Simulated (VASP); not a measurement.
The system is AlAs.

```xyz
2
Lattice="0.0000 2.8638 2.8638 2.8638 0.0000 2.8638 2.8638 2.8638 0.0000" Properties=species:S:1:pos:R:3 pbc="T T T"
Al    0.0000    0.0000    0.0000
As    1.4319    1.4319    1.4319
```

| Item | Value |
| --- | --- |
| Program | VASP 6.6.1 |
| Task | relaxation of cell and atoms |
| Functional | LDA |
| Potentials or basis | VASP PAW LDA potentials, release 64 (Al, As) |
| Cutoff | 500 eV |
| k mesh | 8 × 8 × 8 |
| Occupations | fermi-dirac, width 0.02 eV |
| Spin | no spin polarisation |

At the start: pressure -3.2 GPa; volume 23.49 Å³/atom.

Question: Where does the relaxation end?

Answer: Over 3 steps the energy falls by 11.5 meV/atom and the volume is 22.40 Å³/atom (-4.6 %); space group F-43m (No. 216, to 0.1 Å) before and after.

Step by step:
| step | energy change (eV) | largest force (eV/Å) | pressure (GPa) | volume (Å³) |
| --- | --- | --- | --- | --- |
| 1 | 0.0000 | 0.0000 | -3.25 | 46.97 |
| 2 | -0.0176 | 0.0000 | 1.77 | 43.81 |
| 3 | -0.0230 | 0.0000 | -0.01 | 44.80 |

Final structure:
```
Al As
1.0
     0.00000    2.81888    2.81888
     2.81888    0.00000    2.81888
     2.81888    2.81888    0.00000
Al As
1 1
Direct
  0.00000 0.00000 0.00000
  0.25000 0.25000 0.25000
```
